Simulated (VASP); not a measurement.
Set up this calculation in VASP 6.6.1, as the native input.

```
Task                   : single point
Functional             : PBE
Potentials or basis    : VASP PAW PBE potentials, release 64 (In_d, B, As)
Cutoff                 : 520 eV
k mesh                 : 6 × 6 × 4
Occupations            : gaussian, width 0.1 eV
Spin                   : no spin polarisation
Dipole correction      : no
Further INCAR settings : ALGO = Normal; EDIFF = 1e-06; NBANDS = 26
```

The structure of InB2As3 lies in POSCAR:

```
InB2As3
1.0
    5.3749169263      0.0000000000      0.0000000000
   -2.6874584632      4.6548146014      0.0000000000
    0.0000000000      0.0000000000      5.8081849424
In B As
1 2 3
Direct
    0.0000000000      0.0000000000      0.0000000000
    0.0000000000      0.0000000000      0.6353411043
    0.0000000000      0.0000000000      0.3646588957
    0.5000000000      0.0000000000      0.5000000000
    0.0000000000      0.5000000000      0.5000000000
    0.5000000000      0.5000000000      0.5000000000
```

One way to write it, as run:

INCAR

```
SYSTEM = InB2As3
ALGO = Normal
EDIFF = 1E-6
ENCUT = 520
GGA = PE
ISIF = 2
ISMEAR = 0
LASPH = .True.
LCHARG = .False.
LREAL = .False.
LWAVE = .False.
NBANDS = 26
NELM = 80
PREC = Accurate
SIGMA = 0.1
```

KPOINTS

```
k-points
0
Gamma
  6 6 4
  0 0 0
```

Potentials or basis: VASP PAW PBE potentials, release 64 (In_d, B, As).

The run is started by

```bash
$ cat potpaw_PBE.64/In_d/POTCAR potpaw_PBE.64/B/POTCAR potpaw_PBE.64/As/POTCAR > POTCAR
$ mpirun -np 1 vasp_std > vasp.out
```

It gave:

```
Pressure               : 0.2 GPa
Largest force          : 0.048 eV/Å
Band gap on the k mesh : zero (band 17 reaches 3.88 eV, above the bottom of band 18 at 2.70 eV)
```

Caveat: spin-orbit coupling is left out, which moves the levels of the heavy elements.

Run time: 77 s on 1 thread of Intel(R) Xeon(R) Platinum 8259CL CPU @ 2.50GHz (Skylake/Cascade Lake), on a shared host, peak memory 0.3 GiB.
